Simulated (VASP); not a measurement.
# Ti (Fd-3m) in VASP: further runs

Runs on Ti. Level: PBE. Tasks: single point.

Program: VASP 6.6.1. These are calculated values, not measurements. Logs are shortened: lines on timing, memory, paths and dates and some standing lists are left out, and cuts for length are marked.

**1. The cell of the first run**

It takes space group Fd-3m (No. 227, cubic). The conventional cell has a = 5.700 Å, b = 5.700 Å, c = 5.700 Å, α = 90.00°, β = 90.00°, γ = 90.00°. Within 3.3 Å of Ti (site symmetry -43m) lie 4 Ti at 2.47 Å.

**2. Single point, PBE**

Contents of INCAR:

```
PREC = Accurate
ENCUT = 520
EDIFF = 1E-7
ISMEAR = -1
SIGMA = 0.1
LREAL = False
LASPH = True
NELM = 60
ALGO = Normal
ISIF = 2
LWAVE = False
LCHARG = True
GGA = PE
LELF = True
LVHAR = True
NBANDS = 19
```

Contents of KPOINTS:

```
regular mesh
0
Gamma
  16 16 16
```

Contents of POSCAR:

```
Ti
1.0
    0.0000000000      2.8498513420      2.8498513420
    2.8498513420      0.0000000000      2.8498513420
    2.8498513420      2.8498513420      0.0000000000
Ti
2
Direct
    0.1250000000      0.1250000000      0.1250000000
    0.8750000000      0.8750000000      0.8750000000
```

Potentials or basis: VASP PAW PBE potentials, release 64 (Ti_sv).

The run is started by

```sh
$ cat potpaw_PBE.64/Ti_sv/POTCAR > POTCAR
$ mpirun -np 1 vasp_std > vasp.out
```

OUTCAR:

```text
PREC = Accurate
   ENCUT = 520
   EDIFF = 1E-7
   ISMEAR = -1
   LREAL = False
   LASPH = True
   NELM = 60
   ISIF = 2
   GGA = PE

 ion  position               nearest neighbor table
   1  0.125  0.125  0.125-   2 2.47   2 2.47   2 2.47   2 2.47
   2  0.875  0.875  0.875-   1 2.47   1 2.47   1 2.47   1 2.47

  LATTYP: Found a face centered cubic cell.
 ALAT       =     5.6997026840

  Lattice vectors:

 A1 = (   0.0000000000,   2.8498513420,   2.8498513420)
 A2 = (   2.8498513420,   0.0000000000,   2.8498513420)
 A3 = (   2.8498513420,   2.8498513420,   0.0000000000)

Analysis of symmetry for initial positions (statically):
=====================================================================
 Subroutine PRICEL returns:
 Original cell was already a primitive cell.

 Routine SETGRP: Setting up the symmetry group for a
 face centered cubic supercell.

 Subroutine GETGRP returns: Found 48 space group operations
 (whereof 12 operations were pure point group operations)
 out of a pool of 48 trial point group operations.

The static configuration has the point symmetry D_3d.
 The point group associated with its full space group is O_h .

Analysis of symmetry for dynamics (positions and initial velocities):
=====================================================================
 Subroutine PRICEL returns:
 Original cell was already a primitive cell.

 Routine SETGRP: Setting up the symmetry group for a
 face centered cubic supercell.

 Subroutine GETGRP returns: Found 48 space group operations
 (whereof 12 operations were pure point group operations)
 out of a pool of 48 trial point group operations.

The dynamic configuration has the point symmetry D_3d.
 The point group associated with its full space group is O_h .

 Subroutine INISYM returns: Found 48 space group operations
 (whereof 12 operations are pure point group operations),
 and found     1 'primitive' translations

----------------------------------------------------------------------------------------

                                     Primitive cell

  volume of cell :      46.2910

  direct lattice vectors                    reciprocal lattice vectors
     0.000000000  2.849851342  2.849851342    -0.175447748  0.175447748  0.175447748
     2.849851342  0.000000000  2.849851342     0.175447748 -0.175447748  0.175447748
     2.849851342  2.849851342  0.000000000     0.175447748  0.175447748 -0.175447748

  length of vectors
     4.030298419  4.030298419  4.030298419     0.303884414  0.303884414  0.303884414

  position of ions in fractional coordinates (direct lattice)
     0.125000000  0.125000000  0.125000000
     0.875000000  0.875000000  0.875000000

  ion indices of the primitive-cell ions
   primitive index   ion index
                 1           1
                 2           2

----------------------------------------------------------------------------------------

 KPOINTS: regular mesh

Automatic generation of k-mesh.
 Grid dimensions read from file:
 generate k-points for:   16   16   16

 Generating k-lattice:

  Cartesian coordinates                     Fractional coordinates (reciprocal lattice)
    -0.010965484  0.010965484  0.010965484     0.062500000  0.000000000  0.000000000
     0.010965484 -0.010965484  0.010965484     0.000000000  0.062500000  0.000000000
     0.010965484  0.010965484 -0.010965484     0.000000000  0.000000000  0.062500000

  Length of vectors
     0.018992776  0.018992776  0.018992776

  Shift w.r.t. Gamma in fractional coordinates (k-lattice)
     0.000000000  0.000000000  0.000000000

 Subroutine IBZKPT returns following result:
 ===========================================

 Found    145 irreducible k-points:

 Following reciprocal coordinates:
            Coordinates               Weight
  0.000000  0.000000  0.000000      1.000000
  0.062500  0.000000  0.000000      8.000000
  0.125000  0.000000  0.000000      8.000000
  0.187500  0.000000  0.000000      8.000000
  0.250000  0.000000  0.000000      8.000000
  0.312500  0.000000  0.000000      8.000000
[... 16 lines left out ...]
 -0.125000  0.062500  0.000000     24.000000
 -0.062500  0.062500  0.000000     12.000000
 [... further k-points ...]
   k-points           NKPTS =    145   k-points in BZ     NKDIM =    145   number of bands    NBANDS=     19
   number of dos      NEDOS =    301   number of ions     NIONS =      2
   total plane-waves  NPLWV =  27000
   dimension x,y,z NGX =    30 NGY =   30 NGZ =   30
   dimension x,y,z NGXF=    60 NGYF=   60 NGZF=   60
   ions per type =               2
   NGX,Y,Z   is equivalent  to a cutoff of  12.37, 12.37, 12.37 a.u.
   NGXF,Y,Z  is equivalent  to a cutoff of  24.75, 24.75, 24.75 a.u.
 SYSTEM =  unknown system
   PREC   = accura    normal or accurate (medium, high low for compatibility)
   ISTART =      0    job   : 0-new  1-cont  2-samecut
   ICHARG =      2    charge: 1-file 2-atom 10-const
   ISPIN  =      1    spin polarized calculation?
   LNONCOLLINEAR =      F non collinear calculations
   LSORBIT =      F    spin-orbit coupling
   LASPH  =      T    aspherical Exc in radial PAW
   ENCUT  =  520.0 eV  38.22 Ry    6.18 a.u.   7.49  7.49  7.49*2*pi/ulx,y,z
   NELM   =     60;   NELMIN=  2; NELMDL= -5     # of ELM steps
   EDIFF  = 0.1E-06   stopping-criterion for ELM
   LREAL  =      F    real-space projection
   EDIFFG = 0.1E-05   stopping-criterion for IOM
   NSW    =      0    number of steps for IOM
   IBRION =     -1    ionic relax: 0-MD 1-quasi-New 2-CG
   NFREE  =      0    steps in history (QN), initial steepest desc. (CG)
   ISIF   =      2    stress and relaxation
   ISYM   =      2    0-nonsym 1-usesym 2-fastsym
   POTIM  = 0.5000    time-step for ionic-motion
   TEBEG  =    0.0;   TEEND  =   0.0 temperature during run
   PSTRESS=    0.0 pullay stress
   NELECT =      24.0000    total number of electrons
   NUPDOWN=      -1.0000    fix difference up-down
   EMIN   =  10.00;   EMAX   =-10.00  energy-range for DOS
   EFERMI =   0.00;   METHOD = LEGACY
   ISMEAR =    -1;   SIGMA  =   0.10  broadening in eV -4-tet -1-fermi 0-gaus
   EFERMI_NEDOS =   21; number of points for ismear=-14 and -15
   IALGO  =     38    algorithm
   IMIX   =      4    mixing-type and parameters
     AMIX     =   0.40;   BMIX     =  1.00
     AMIX_MAG =   1.60;   BMIX_MAG =  1.00
  volume/ion in A,a.u.               =      23.15       156.19
  Fermi-wavevector in a.u.,A,eV,Ry     =   1.315163  2.485298 23.533381  1.729655
  Thomas-Fermi vector in A             =   2.445365
   LORBIT       =      0    0 simple, 1 ext, 2 COOP (PROOUT), +10 PAW based schemes
   GGA     = PE    functional components
   LHFCALC =     F    Hartree Fock is set to
   AEXX    =    0.0000 exact exchange contribution
   IVDW    =     0    specifies the selected vdW correction
   LEPSILON=     F    determine dielectric tensor
   LRPA    =     F    only Hartree local field effects (RPA)
 non-spin polarized calculation
  energy-cutoff  :      520.00
  volume of cell :       46.29
 maximum number of plane-waves:      1283
 NGX is ok and might be reduce to    30
   NGX = 15   NGY = 15   NGZ = 15

 number of electron      23.9999999 magnetization

 Free energy of the ion-electron system (eV)
  ---------------------------------------------------
  ext. energy  EPLUGINS =         0.00000000
  ---------------------------------------------------
  free energy    TOTEN  =       -11.08129325 eV

  energy without entropy =      -10.86703472  energy(sigma->0) =      -10.97416398

 E-fermi :   5.2606     XC(G=0):  -9.9037

 val. band max:        5.2602176770   @ k =  -0.4375   0.3750   0.1875
 cond. band min:       5.2610543110   @ k =  -0.3750   0.4375   0.1250
 fundamental gap:      0.0008366340
 Fermi energy:         5.2606382343

 k-point     1 :       0.0000    0.0000    0.0000
  band No.  band energies     occupation
      1     -51.4574      2.00000
      2     -50.9781      2.00000
      3     -27.9035      2.00000
      4     -27.9035      2.00000
      5     -27.9035      2.00000
      6     -27.1959      2.00000
[... 11 lines left out ...]
     18       9.0985      0.00000
     19       9.0985      0.00000

 k-point     2 :       0.0625    0.0000    0.0000
  band No.  band energies     occupation
      1     -51.4541      2.00000
      2     -50.9816      2.00000
      3     -27.9071      2.00000
      4     -27.9071      2.00000
      5     -27.9036      2.00000
      6     -27.1964      2.00000
[... 11 lines left out ...]
     18       9.0949      0.00000
     19       9.0949      0.00000

 k-point     3 :       0.1250    0.0000    0.0000
  band No.  band energies     occupation
      1     -51.4441      2.00000
      2     -50.9919      2.00000
      3     -27.9174      2.00000
      4     -27.9174      2.00000
      5     -27.9041      2.00000
      6     -27.1977      2.00000
[... 11 lines left out ...]
     18       9.0823      0.00000
     19       9.0823      0.00000

 k-point     4 :       0.1875    0.0000    0.0000
  band No.  band energies     occupation
      1     -51.4284      2.00000
      2     -51.0082      2.00000
      3     -27.9323      2.00000
      4     -27.9323      2.00000
      5     -27.9049      2.00000
      6     -27.1993      2.00000
[... 11 lines left out ...]
     18       9.0557      0.00000
     19       9.0557      0.00000

 k-point     5 :       0.2500    0.0000    0.0000
  band No.  band energies     occupation
      1     -51.4081      2.00000
      2     -51.0292      2.00000
      3     -27.9490      2.00000
      4     -27.9490      2.00000
      5     -27.9064      2.00000
      6     -27.2009      2.00000
[... 11 lines left out ...]
     18       9.0079      0.00000
     19       9.0079      0.00000
[... 334 lines left out ...]
      2     -51.0398      2.00000
      3     -27.9757      2.00000
      4     -27.9508      2.00000
      5     -27.8912      2.00000
      6     -27.2155      2.00000
[... 11 lines left out ...]
     18       8.8210      0.00000
     19       9.1128      0.00000

 k-point    22 :      -0.1875    0.0625    0.0000
  band No.  band energies     occupation
      1     -51.4192      2.00000
      2     -51.0178      2.00000
      3     -27.9566      2.00000
      4     -27.9341      2.00000
      5     -27.8935      2.00000
      6     -27.2110      2.00000
[... 11 lines left out ...]
     18       8.9103      0.00000
     19       9.1447      0.00000

 k-point    23 :      -0.1250    0.0625    0.0000
  band No.  band energies     occupation
      1     -51.4366      2.00000
      2     -50.9998      2.00000
      3     -27.9371      2.00000
      4     -27.9196      2.00000
      5     -27.8965      2.00000
      6     -27.2061      2.00000
[... 11 lines left out ...]
     18       8.9841      0.00000
     19       9.1470      0.00000

 k-point    24 :      -0.0625    0.0625    0.0000
  band No.  band energies     occupation
      1     -51.4485      2.00000
      2     -50.9874      2.00000
      3     -27.9197      2.00000
      4     -27.9100      2.00000
      5     -27.9000      2.00000
      6     -27.2009      2.00000
[... 11 lines left out ...]
     18       9.0454      0.00000
     19       9.1280      0.00000

 [... further k-points ...]

------------------------ aborting loop because EDIFF is reached ----------------------------------------

  FORCE on cell =-STRESS in cart. coord.  units (eV):
  Direction    XX          YY          ZZ          XY          YZ          ZX
  --------------------------------------------------------------------------------------
  -------------------------------------------------------------------------------------
  Total        0.0243888      0.0243888      0.0243888     -0.0000000      0.0000000     -0.0000000
  in kB        0.8441189      0.8441189      0.8441189     -0.0000000      0.0000000     -0.0000000
  external PRESSURE =       0.8441189 kB  Pullay stress =       0.0000000 kB

 VOLUME and BASIS-vectors are now :
 -----------------------------------------------------------------------------
  energy-cutoff  :      520.00
  volume of cell :       46.29
      direct lattice vectors                 reciprocal lattice vectors
     0.000000000  2.849851342  2.849851342    -0.175447748  0.175447748  0.175447748
     2.849851342  0.000000000  2.849851342     0.175447748 -0.175447748  0.175447748
     2.849851342  2.849851342  0.000000000     0.175447748  0.175447748 -0.175447748

 POSITION                                       TOTAL-FORCE (eV/Angst)
 -----------------------------------------------------------------------------------
      0.71246      0.71246      0.71246         0.000000     -0.000000      0.000000
      4.98724      4.98724      4.98724        -0.000000      0.000000     -0.000000
 -----------------------------------------------------------------------------------
    total drift:                               -0.000000      0.000000      0.000000

  FREE ENERGIE OF THE ION-ELECTRON SYSTEM (eV)
  ---------------------------------------------------
  free  energy   TOTEN  =       -11.0812932461 eV

  energy  without entropy=      -10.8670347156  energy(sigma->0) =      -10.97416398
```

Wall time 2.1 min (1 thread of AMD EPYC 9R14 (Zen 4), shared host); peak memory 0.21 GiB.

Results:

```
Free energy            : -11.0813 eV
Pressure               : 0.1 GPa
Band gap on the k mesh : zero (band 12 reaches 5.32 eV, above the bottom of band 13 at 5.13 eV)
```

[end of part 1 of 2]
